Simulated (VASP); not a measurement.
Write the native input for VASP 6.6.1 that does the following.

```yaml
Task: single point
Functional: PBEsol
Potentials_or_basis: VASP PAW PBE potentials, release 64 (Pb_d, O)
Cutoff: 520 eV
k_mesh: 4 × 4 × 5
Occupations: fermi-dirac, width 0.03 eV
Spin: no spin polarisation
Dipole_correction: no
Further_INCAR_settings: ALGO = Normal; EDIFF = 1e-07; NBANDS = 35
```

The structure of PbO2 lies in POSCAR:

```
PbO2
1.0
    4.9949598700      0.0000000000      0.0000000000
    0.0000000000      4.9949598700      0.0000000000
    0.0000000000      0.0000000000      3.4090009600
Pb O
2 4
Direct
    0.5000000000      0.5000000000      0.5000000000
    0.0000000000      0.0000000000      0.0000000000
    0.6925710400      0.6925710400      0.0000000000
    0.8074289600      0.1925710400      0.5000000000
    0.1925710400      0.8074289600      0.5000000000
    0.3074289600      0.3074289600      0.0000000000
```

These files were run (other wordings do the same):

INCAR

```
PREC = Accurate ; ENCUT = 520
EDIFF = 1E-7 ; ISMEAR = -1
SIGMA = 0.03 ; LREAL = False
LASPH = True ; NELM = 60
ALGO = Normal ; ISIF = 2
LWAVE = False ; LCHARG = False
GGA = PS ; NBANDS = 35
```

KPOINTS

```
Automatic mesh
0
Gamma
  4 4 5
```

Potentials or basis: VASP PAW PBE potentials, release 64 (Pb_d, O).

Command:

```bash
$ cat potpaw_PBE.64/Pb_d/POTCAR potpaw_PBE.64/O/POTCAR > POTCAR
$ mpirun -np 1 vasp_std > vasp.out
```

Results of the run:

```json
{"Pressure": "0.5 GPa", "Largest force": "0.004 eV/Å", "Band gap on the k mesh": "0.23 eV, indirect (least direct gap 0.69 eV)"}
```

Caveat: the PAW data sets were made with another functional, which shifts forces and pressure a little; spin-orbit coupling is left out, which moves the levels of the heavy elements.

It took 86 s on 1 thread of AMD EPYC 7R43 64-Core Processor (Zen 3) (shared host), peak memory 0.18 GiB.
